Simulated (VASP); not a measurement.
# LiCl (Fm-3m) in VASP: G0W0 quasiparticle levels with HSE06

Aim: the G0W0 quasiparticle levels of LiCl with HSE06.

All numbers are computed with VASP 6.6.1; they aren't measurements. Logs are shortened: lines on timing, memory, paths and dates and some standing lists are left out, and cuts for length are marked.

## Step 1: The cell of the first run

The structure is cubic, space group Fm-3m (No. 225). Conventional cell: a = 5.112 Å, b = 5.112 Å, c = 5.112 Å, α = 90.00°, β = 90.00°, γ = 90.00°. Within 3.4 Å of Li (site symmetry m-3m) lie 6 Cl at 2.56 Å. Within 3.4 Å of Cl (site symmetry m-3m) lie 6 Li at 2.56 Å.

## Step 2: G0W0 quasiparticle levels, HSE06

POSCAR reads:

```
LiCl
1.0
    0.0000000000      2.5560252063      2.5560252063
    2.5560252063      0.0000000000      2.5560252063
    2.5560252063      2.5560252063      0.0000000000
Li Cl
1 1
Direct
    0.0000000000      0.0000000000      0.0000000000
    0.5000000000      0.5000000000      0.5000000000
```

INCAR.step1 reads:

```
PREC = Accurate
ENCUT = 500
EDIFF = 1E-5
ISMEAR = 0
SIGMA = 0.02
LREAL = F
LASPH = T
NELM = 100
ALGO = Normal
ISIF = 2
LWAVE = T
LCHARG = F
GGA = PE
```

INCAR.step2 reads:

```
PREC = Accurate
ENCUT = 500
EDIFF = 1E-8
ISMEAR = 0
SIGMA = 0.01
LREAL = F
LASPH = T
NELM = 100
ALGO = Normal
LWAVE = T
LCHARG = F
GGA = PE
LHFCALC = T
HFSCREEN = 0.2
PRECFOCK = Normal
ISTART = 1
```

INCAR.step3 reads:

```
PREC = Accurate
ENCUT = 500
EDIFF = 1E-8
ISMEAR = 0
SIGMA = 0.01
LREAL = F
LASPH = T
NELM = 1
ALGO = Exact
LWAVE = T
LCHARG = F
GGA = PE
LHFCALC = T
HFSCREEN = 0.2
PRECFOCK = Normal
ISTART = 1
NBANDS = 94
LOPTICS = T
```

INCAR.step4 reads:

```
PREC = Accurate
ENCUT = 500
EDIFF = 1E-8
ISMEAR = 0
SIGMA = 0.01
LREAL = F
LASPH = T
ALGO = EVGW0
LWAVE = F
LCHARG = F
GGA = PE
LHFCALC = T
HFSCREEN = 0.2
PRECFOCK = Fast
ISTART = 1
NELMGW = 1
NBANDS = 94
ENCUTGW = 110.0
NOMEGA = 48
NBANDSGW = 12
```

KPOINTS reads:

```
regular mesh
0
Gamma
  4 4 4
```

Potentials or basis: VASP PAW PBE potentials, release 64 (Li_GW, Cl_GW).

The run is started by

```console
cat potpaw_PBE.64/Li_GW/POTCAR potpaw_PBE.64/Cl_GW/POTCAR > POTCAR
cp INCAR.step1 INCAR
mpirun -np 1 vasp_std > vasp.out
cp INCAR.step2 INCAR
mpirun -np 1 vasp_std > vasp.out
cp INCAR.step3 INCAR
mpirun -np 1 vasp_std > vasp.out
cp INCAR.step4 INCAR
mpirun -np 1 vasp_std > vasp.out
```

OUTCAR:

```text
PREC = Accurate
   ENCUT = 500
   EDIFF = 1E-8
   ISMEAR = 0
   LREAL = F
   LASPH = T
   GGA = PE
   LHFCALC = T
   HFSCREEN = 0.2
   PRECFOCK = Fast
   ISTART = 1
   NELMGW = 1
   ENCUTGW = 110.0

 ion  position               nearest neighbor table
   1  0.000  0.000  0.000-   2 2.56   2 2.56   2 2.56   2 2.56   2 2.56   2 2.56
   2  0.500  0.500  0.500-   1 2.56   1 2.56   1 2.56   1 2.56   1 2.56   1 2.56

  LATTYP: Found a face centered cubic cell.
 ALAT       =     5.1120504126

  Lattice vectors:

 A1 = (   0.0000000000,   2.5560252063,   2.5560252063)
 A2 = (   2.5560252063,   0.0000000000,   2.5560252063)
 A3 = (   2.5560252063,   2.5560252063,   0.0000000000)

Analysis of symmetry for initial positions (statically):
=====================================================================
 Subroutine PRICEL returns:
 Original cell was already a primitive cell.

 Routine SETGRP: Setting up the symmetry group for a
 face centered cubic supercell.

 Subroutine GETGRP returns: Found 48 space group operations
 (whereof 48 operations were pure point group operations)
 out of a pool of 48 trial point group operations.

The static configuration has the point symmetry O_h .

Analysis of symmetry for dynamics (positions and initial velocities):
=====================================================================
 Subroutine PRICEL returns:
 Original cell was already a primitive cell.

 Routine SETGRP: Setting up the symmetry group for a
 face centered cubic supercell.

 Subroutine GETGRP returns: Found 48 space group operations
 (whereof 48 operations were pure point group operations)
 out of a pool of 48 trial point group operations.

The dynamic configuration has the point symmetry O_h .

 Subroutine INISYM returns: Found 48 space group operations
 (whereof 48 operations are pure point group operations),
 and found     1 'primitive' translations

[... 75 lines left out ...]
   ENCUT  =  500.0 eV  36.75 Ry    6.06 a.u.   6.59  6.59  6.59*2*pi/ulx,y,z
   NELM   =     60;   NELMIN=  2; NELMDL=  0     # of ELM steps
   EDIFF  = 0.1E-07   stopping-criterion for ELM
   LREAL  =      F    real-space projection
   EDIFFG = 0.1E-06   stopping-criterion for IOM
   NSW    =      0    number of steps for IOM
   IBRION =     -1    ionic relax: 0-MD 1-quasi-New 2-CG
   NFREE  =      0    steps in history (QN), initial steepest desc. (CG)
   ISIF   =      0    stress and relaxation
   ISYM   =      3    0-nonsym 1-usesym 2-fastsym
   POTIM  = 0.5000    time-step for ionic-motion
   TEBEG  =    0.0;   TEEND  =   0.0 temperature during run
   PSTRESS=    0.0 pullay stress
   NELECT =       8.0000    total number of electrons
   NUPDOWN=      -1.0000    fix difference up-down
   EMIN   =  10.00;   EMAX   =-10.00  energy-range for DOS
   EFERMI =   0.00;   METHOD = LEGACY
   ISMEAR =     0;   SIGMA  =   0.01  broadening in eV -4-tet -1-fermi 0-gaus
   EFERMI_NEDOS =   21; number of points for ismear=-14 and -15
   IALGO  =     38    algorithm
   IMIX   =      1    mixing-type and parameters
     AMIX     =   0.40;   BMIX     =  1.00
     AMIX_MAG =   1.60;   BMIX_MAG =  1.00
  volume/ion in A,a.u.               =      16.70       112.69
  Fermi-wavevector in a.u.,A,eV,Ry     =   1.016708  1.921300 14.064284  1.033696
  Thomas-Fermi vector in A             =   2.150067
   LORBIT       =      0    0 simple, 1 ext, 2 COOP (PROOUT), +10 PAW based schemes
   GGA     = PE    functional components
   LHFCALC =     T    Hartree Fock is set to
   PRECFOCK=fast      Normal, Fast or Accurate (Low or Medium for compatibility)
   ENCUT4O =  -1.0   cutoff for four orbital integrals eV
   NKREDX  =     1    reduce k-point grid by
   NKREDY  =     1    reduce k-point grid by
   NKREDZ  =     1    reduce k-point grid by
   AEXX    =    1.0000 exact exchange contribution
   HFSCREEN=    0.0000 screening length (either q_TF or 0.3 A-1)
   HFSCREENC=   0.2000 screening length for correlation (either q_TF or 0.3 A-1)
   ENCUTFOCK=  -1.0 apply spherical cutoff to Coloumb kernel
   IVDW    =     0    specifies the selected vdW correction
   LEPSILON=     F    determine dielectric tensor
   LRPA    =     F    only Hartree local field effects (RPA)
   LRPAFORCE           =     F    calculate RPA forces
   ENCUTGW             = 110.0    cutoff for response function in eV
   ENCUTGWSOFT         =  88.0    soft cutoff for Coulomb kernel in GW response function in eV
   ENCUTLF             =  -1.0    cutoff for local field effects
   NELMGW              =     1    number of iterations in solving QP/BSE equation
   NELMHF              =     1    number of iterations in the inner HF iteration
   NKREDLFX            =     1    NKREDLFY  =   1   NKREDLFZ  =   1
 non-spin polarized calculation
 Gauss-broadening in eV      SIGMA  =   0.01
  energy-cutoff  :      500.00
  volume of cell :       33.40
 maximum number of plane-waves:       869
 NGX is ok and might be reduce to    28
  NGX = 16; NGY = 16; NGZ = 16
 maximum number of plane-waves:        92
 NGX is ok and might be reduce to    14

 QP shifts <psi_nk| G(iteration)W_0 |psi_nk>: iteration 1
 for sc-GW calculations column KS-energies equals QP-energies in previous step
 and V_xc(KS)=  KS-energies - (<T + V_ion + V_H > + <T+V_H+V_ion>^1  + <V_x>^1)

 k-point   1 :       0.0000    0.0000    0.0000
  band No.  KS-energies  QP-energies   sigma(KS)   V_xc(KS)     V^pw_x(r,r')   Z            occupation Imag(sigma)

      1     -16.5688     -16.3829     -16.7768     -17.0059     -24.1329       0.8116       2.0000       1.5647
      2      -1.8567      -2.8370     -16.9283     -15.7422     -19.0085       0.8265       2.0000       0.0731
      3      -1.8567      -2.8370     -16.9283     -15.7422     -19.0085       0.8265       2.0000       0.0731
      4      -1.8567      -2.8370     -16.9283     -15.7422     -19.0085       0.8265       2.0000       0.0731
      5       5.9413       6.6204      -7.3215      -8.1131      -4.0053       0.8580       0.0000      -0.0727
      6      11.5504      12.4703      -7.7223      -8.8045      -4.1620       0.8500       0.0000      -0.0854
      7      11.5504      12.4703      -7.7223      -8.8045      -4.1620       0.8500       0.0000      -0.0854
      8      11.5504      12.4703      -7.7223      -8.8045      -4.1620       0.8500       0.0000      -0.0854
      9      14.3291      15.4665      -8.7350     -10.1015      -4.8080       0.8323       0.0000      -0.1095
     10      14.3291      15.4665      -8.7350     -10.1015      -4.8080       0.8323       0.0000      -0.1095
     11      14.4706      15.2393      -5.5051      -6.4389      -1.3912       0.8232       0.0000      -0.1409
     12      14.4706      15.2393      -5.5051      -6.4389      -1.3912       0.8232       0.0000      -0.1409
[... 100 lines left out ...]
      1     -15.6608     -15.3193     -17.2502     -17.7023     -24.6001       0.7556       2.0000       1.2749
      2      -4.1696      -5.3426     -15.3693     -13.9302     -17.7032       0.8151       2.0000       0.0874
      3      -4.1696      -5.3426     -15.3693     -13.9302     -17.7032       0.8151       2.0000       0.0874
      4      -3.0197      -4.1113     -16.1341     -14.8025     -18.3282       0.8198       2.0000       0.0778
      5       9.1965      10.1328      -7.5878      -8.6873      -4.1882       0.8516       0.0000      -0.0769
      6       9.8678      10.7795      -6.5662      -7.6360      -3.0112       0.8523       0.0000      -0.0829
      7      10.1197      10.9924      -8.1429      -9.1757      -4.6247       0.8450       0.0000      -0.0830
      8      10.1197      10.9924      -8.1429      -9.1757      -4.6247       0.8450       0.0000      -0.0830
      9      15.9002      16.7334      -7.0164      -8.0453      -2.7463       0.8098       0.0000      -0.1592
     10      15.9002      16.7334      -7.0164      -8.0453      -2.7463       0.8098       0.0000      -0.1592
     11      18.3320      19.6071     -10.0758     -11.6664      -5.4030       0.8016       0.0000      -0.1874
     12      19.1854      20.0774      -9.0811     -10.2020      -4.2584       0.7958       0.0000      -0.3192
```

OUTCAR.step1:

```text
PREC = Accurate
   ENCUT = 500
   EDIFF = 1E-5
   ISMEAR = 0
   LREAL = F
   LASPH = T
[... 290 lines left out ...]
 -----------------------------------------------------------------------------------
      0.00000      0.00000      0.00000         0.000000      0.000000     -0.000000
      2.55603      2.55603      2.55603        -0.000000     -0.000000      0.000000
 -----------------------------------------------------------------------------------
    total drift:                                0.000000      0.000000      0.000000

  FREE ENERGIE OF THE ION-ELECTRON SYSTEM (eV)
  ---------------------------------------------------
  free  energy   TOTEN  =        -7.3652604952 eV

  energy  without entropy=       -7.3652604952  energy(sigma->0) =       -7.36526050
```

Wall time 17 min (1 thread of Intel Xeon Platinum 8488C (Sapphire Rapids), shared host); peak memory 0.5 GiB.

Results:

```yaml
Quasiparticle_gap: 9.46 eV
Least_direct_quasiparticle_gap: 9.46 eV
Band_gap_of_the_starting_levels_on_the_mesh: 7.80 eV
Least_direct_gap_of_the_starting_levels_on_the_mesh: 7.80 eV
```

Caveat: the k points lie up to 0.53 Å⁻¹ apart; bands, screening cutoff and mesh are small and nothing is extrapolated, so the quasiparticle values aren't converged.
